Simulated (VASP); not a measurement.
Input of a VASP 6.6.1 run:

Contents of INCAR:

```
PREC = Accurate
ENCUT = 520
EDIFF = 1E-8
ISMEAR = 1
SIGMA = 0.2
LREAL = False
LASPH = True
NELM = 60
ALGO = Normal
ISIF = 2
LWAVE = False
LCHARG = False
GGA = PS
NBANDS = 18
IBRION = 8
NSW = 1
```

File KPOINTS:

```
Automatic mesh
0
Gamma
  14 14 14
```

POSCAR

```
Si2W
1.0
   -1.6014538702      1.6014538702      3.9074066652
    1.6014538702     -1.6014538702      3.9074066652
    1.6014538702      1.6014538702     -3.9074066652
Si W
2 1
Direct
    0.3345680591      0.3345680591      0.0000000000
    0.6654319409      0.6654319409      0.0000000000
    0.0000000000      0.0000000000      0.0000000000
```

Potentials or basis: VASP PAW PBE potentials, release 64 (Si, W_sv).

Command:

```sh
$ cat potpaw_PBE.64/Si/POTCAR potpaw_PBE.64/W_sv/POTCAR > POTCAR
$ mpirun -np 1 vasp_std > vasp.out
```

Task: What does it give for the highest phonon frequency at Γ?

Result: 451 cm⁻¹.

Phonon frequencies in cm⁻¹ (negative: imaginary):
```tsv
q point	frequencies
(0.000, 0.000, 0.000)	0 0 0 263 263 306 342 342 451
```
